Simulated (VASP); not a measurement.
Set up this calculation in VASP 6.6.1, as the native input.

```yaml
Task: relaxation of cell and atoms
Functional: LDA
Potentials_or_basis: VASP PAW LDA potentials, release 64 (Li_sv, Cl)
Cutoff: 600 eV
k_mesh: 8 × 8 × 8
Occupations: gaussian, width 0.01 eV
Spin: no spin polarisation
Target_pressure: 6 GPa
Dipole_correction: no
Further_INCAR_settings: ALGO = Normal; EDIFF = 1e-06; IBRION = 2; EDIFFG = -0.001; NSW = 80; ISIF = 3
```

The structure of LiCl lies in POSCAR:

```
LiCl
1.0
    0.0000000000      2.4820709611      2.4820709611
    2.4820709611      0.0000000000      2.4820709611
    2.4820709611      2.4820709611      0.0000000000
Li Cl
1 1
Direct
    0.0000000000      0.0000000000      0.0000000000
    0.5000000000      0.5000000000      0.5000000000
```

These files were run (other wordings do the same):

INCAR

```
SYSTEM = LiCl
  PREC = Accurate
  ENCUT = 600
  EDIFF = 1E-6
  ISMEAR = 0
  SIGMA = 0.01
  LREAL = .False.
  LASPH = .True.
  NELM = 80
  ALGO = Normal
  ISIF = 3
  LWAVE = .False.
  LCHARG = .False.
  IBRION = 2
  NSW = 80
  EDIFFG = -0.001
  PSTRESS = 60.0
```

KPOINTS

```
Automatic mesh
0
Gamma
  8 8 8
  0 0 0
```

Potentials or basis: VASP PAW LDA potentials, release 64 (Li_sv, Cl).

Command:

```console
$ cat potpaw_LDA.64/Li_sv/POTCAR potpaw_LDA.64/Cl/POTCAR > POTCAR
$ mpirun -np 1 vasp_std > vasp.out
```

It gave:

| Item | Value |
| --- | --- |
| Relaxed volume | 13.62 Å³/atom |
| Relaxed cell | a = 3.377 Å, b = 3.377 Å, c = 3.377 Å, α = 60.00°, β = 60.00°, γ = 60.00° |
| Space group after relaxing (to 0.05 Å) | Fm-3m (No. 225) |
| Energy change on relaxing (the enthalpy is what falls) | +27.9 meV/atom |
| Ionic steps | 4 |
| Pressure after relaxing | 6.0 GPa |
| Band gap on the k mesh | 6.62 eV, indirect (least direct gap 6.99 eV) |

Caveat: the cutoff is under 1.25 times the usual one of these potentials, so pressure, stress and relaxed cells hold a basis-set (Pulay) error; the cell is relaxed towards a set pressure, so the enthalpy falls and the energy may rise.

It took 17 s on 1 thread of AMD EPYC 7R13 Processor (Zen 3), on a shared host, peak memory 0.11 GiB.
